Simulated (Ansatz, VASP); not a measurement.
**LaTaTl3 in VASP and in Ansatz**

```
La Ta Tl
1.0
     3.02384    1.74582    5.65807
    -3.02384    1.74582    5.65807
     0.00000   -3.49163    5.65807
La Ta Tl
1 1 3
Direct
  0.00000 0.00000 0.00000
  0.50000 0.50000 0.50000
  0.00000 0.00000 0.50000
  0.50000 0.00000 0.00000
  0.00000 0.50000 0.00000
```

Alike in both runs: functional PBE; k mesh 3 × 3 × 3; occupations gaussian, width 0.1 eV; no spin polarisation.

Ansatz relaxed the structure, and its values are those at the end. VASP's run is a single point on that final structure, the one shown.

|  | VASP | Ansatz |
| --- | --- | --- |
| version | VASP 6.6.1 | Ansatz 0.2.0 |
| potentials or method | VASP PAW PBE potentials, release 64 (La, Ta_pv, Tl_d), cutoff 520 eV | scalar-relativistic, plane waves, PAW |
| valence electrons in the cell | 61 | 63 |

|  | VASP | Ansatz | Ansatz less VASP |
| --- | --- | --- | --- |
| gap on the k mesh at the Fermi level (eV) | none | none | - |
| pressure (GPa) | 0.0 | 0.0 | +0.06 |

A gap of «none» marks a metal or a gap that the smearing closes. VASP's potentials hold 61 valence electrons a cell and Ansatz's 63, so a difference there can come from the potentials and not from the codes.

The k mesh is coarse, so the values compare programs but aren't converged. Neither program's run includes spin-orbit coupling.
